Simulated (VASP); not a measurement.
# BiCO4: single point with PBE

Crystal: BiCO4.

```
CELL_PARAMETERS angstrom
4.62717 0.00000 0.00000
0.00000 6.70025 0.00000
-0.48943 0.00000 4.43104
ATOMIC_POSITIONS crystal
Bi 0.14240 0.25000 0.16710
Bi 0.85760 0.75000 0.83290
C 0.37330 0.75000 0.30270
C 0.62670 0.25000 0.69730
O 0.67610 0.75000 0.22910
O 0.32390 0.25000 0.77090
O 0.60130 0.25000 0.36550
O 0.39870 0.75000 0.63450
O 0.21020 0.58020 0.17500
O 0.78980 0.08020 0.82500
O 0.78980 0.41980 0.82500
O 0.21020 0.91980 0.17500
```

```
Program                : VASP 6.6.1
Task                   : single point
Functional             : PBE
Potentials or basis    : VASP PAW PBE potentials, release 64 (Bi_d, C, O)
Cutoff                 : 520 eV
k mesh                 : 5 × 4 × 5
Occupations            : fermi-dirac, width 0.0492 eV
Spin                   : no spin polarisation
Dipole correction      : no
Charge                 : -2
Further INCAR settings : ALGO = Normal; EDIFF = 1e-06; NBANDS = 55; NELECT = 88.0
```

The largest force is 3.975 eV/Å.

Forces in eV/Å, atoms in the order of the input:
```
Bi  -1.546  0.000  2.318
Bi   1.546  0.000 -2.318
C   -0.022  0.000  0.610
C    0.022  0.000 -0.610
O   -3.224  0.000  2.324
O    3.224  0.000 -2.324
O    1.015  0.000  3.380
O   -1.015  0.000 -3.380
O    1.459  2.411  1.327
O   -1.459  2.411 -1.327
O   -1.459 -2.411 -1.327
O    1.459 -2.411  1.327
```

Levels at points of the mesh, in eV from the Fermi level:
```csv
k point,band 41,band 42,band 43,band 44,band 45,band 46,band 47,band 48
"(0.00, 0.00, 0.00)",-2.65,-2.64,-2.52,-2.33,3.64,4.34,5.07,5.42
"(0.00, 0.50, 0.00)",-2.78,-2.78,-2.03,-2.03,3.91,3.91,4.35,4.35
```

It took 10 min on 1 thread of AMD EPYC 7571, on a shared host, peak memory 0.34 GiB.

Caveat: the cell carries a net charge on a neutralising background, which shifts energy and pressure; the cell is charged against a uniform background, so pressure and absolute levels hang on convention; spin-orbit coupling is left out, which moves the levels of the heavy elements; forces of over 1 eV/Å act on the atoms, so gaps and moduli don't describe the material at rest.
